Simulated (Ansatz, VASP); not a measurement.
# One calculation of SrAgO3, two programs

```xyz
5
Lattice="3.9717 0.0000 0.0000 0.0000 3.9717 0.0000 0.0000 0.0000 3.9717" Properties=species:S:1:pos:R:3 pbc="T T T"
Sr    0.0000    0.0000    0.0000
Ag    1.9858    1.9858    1.9858
O     1.9858    1.9858    0.0000
O     1.9858    0.0000    1.9858
O     0.0000    1.9858    1.9858
```

Alike in both runs: functional LDA; k mesh 10 × 10 × 10; occupations gaussian, width 0.1 eV; no spin polarisation.

Ansatz relaxed the structure, and its values are those at the end. VASP's run is a single point on that final structure, the one shown.

|  | VASP | Ansatz |
| --- | --- | --- |
| version | VASP 6.6.1 | Ansatz 0.2.0 |
| potentials or method | VASP PAW LDA potentials, release 64 (Sr_sv, Ag, O), cutoff 520 eV | scalar-relativistic, plane waves, PAW |
| valence electrons in the cell | 39 | 47 |

|  | VASP | Ansatz | Ansatz less VASP |
| --- | --- | --- | --- |
| gap on the k mesh at the Fermi level (eV) | none | none | - |
| pressure (GPa) | 0.6 | 0.0 | -0.61 |

LDA's correlation is that of Perdew and Zunger in VASP and of Perdew and Wang (1992) in Ansatz. A gap of «none» marks a metal or a gap that the smearing closes. VASP's potentials hold 39 valence electrons a cell and Ansatz's 47, so a difference there can come from the potentials and not from the codes.
